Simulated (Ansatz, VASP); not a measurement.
**MnSe in VASP and in Ansatz**

INCAR

```
  ALGO = Normal
  EDIFF = 1E-7
  ENCUT = 520
  GGA = CA
  ISIF = 2
  ISMEAR = -1
  ISPIN = 2
  LASPH = True
  LCHARG = False
  LMAXMIX = 4
  LORBIT = 11
  LREAL = False
  LWAVE = False
  MAGMOM = 5.2 0
  NBANDS = 20
  NELM = 150
  PREC = Accurate
  SIGMA = 0.05
```

File KPOINTS:

```
k-points
0
Gamma
  8 8 8
```

Contents of POSCAR:

```
MnSe
1.0
    3.8466610000      0.0000000000      0.0000000000
    1.9233305000      3.3313061457      0.0000000000
    1.9233305000      1.1104353819      3.1407855545
Mn Se
1 1
Direct
    0.0000000000      0.0000000000      0.0000000000
    0.5000000000      0.5000000000      0.5000000000
```

Input for Ansatz:

```yaml
crystal:
  lattice:
    - [3.846661, 0.0, 0.0]
    - [1.9233305000000005, 3.3313061457468525, 0.0]
    - [1.9233305000000005, 1.1104353819156176, 3.140785554488027]
  atoms:
    - { symbol: Mn, position: [0.0, 0.0, 0.0] }
    - { symbol: Se, position: [0.49999999999999994, 0.5000000000000001, 0.5] }
kpoints:
  mp_grid:
    grid: [8, 8, 8]
hamiltonian:
  xc: lda
  pseudopotentials:
    kind: paw
magnetization:
  spin_polarized: true
  per_species:
    Mn: 5.2
scf:
  occupations:
    method: fermi_dirac
    width: 0.05
output:
  forces: true
  stress: true
  eigenvalues: true
```

Alike in both runs: task single point; functional LDA; k mesh 8 × 8 × 8; occupations fermi-dirac, width 0.05 eV; collinear spin.

|  | VASP | Ansatz |
| --- | --- | --- |
| version | VASP 6.6.1 | Ansatz 0.2.0 |
| potentials or method | VASP PAW LDA potentials, release 64 (Mn_pv, Se) | plane waves, PAW |
| plane-wave cutoff (eV) | 520 | 420 |
| valence electrons in the cell | 19 | 31 |

|  | VASP | Ansatz | Ansatz less VASP |
| --- | --- | --- | --- |
| gap on the k mesh at the Fermi level (eV) | none | none | - |
| pressure (GPa) | -8.9 | -8.5 | +0.35 |
| net moment per atom (μB) | 2.30 | 2.32 | +0.022 |
| size of the moment on the site where the two differ most (μB) | 4.12 | 4.18 | +0.054 |

LDA's correlation is that of Perdew and Zunger in VASP and of Perdew and Wang (1992) in Ansatz. Site moments also hang on the region over which each program counts them. A gap of «none» marks a metal or a gap that the smearing closes. VASP's potentials hold 19 valence electrons a cell and Ansatz's 31, so a difference there can come from the potentials and not from the codes. Ansatz's warnings: given moment on shells.
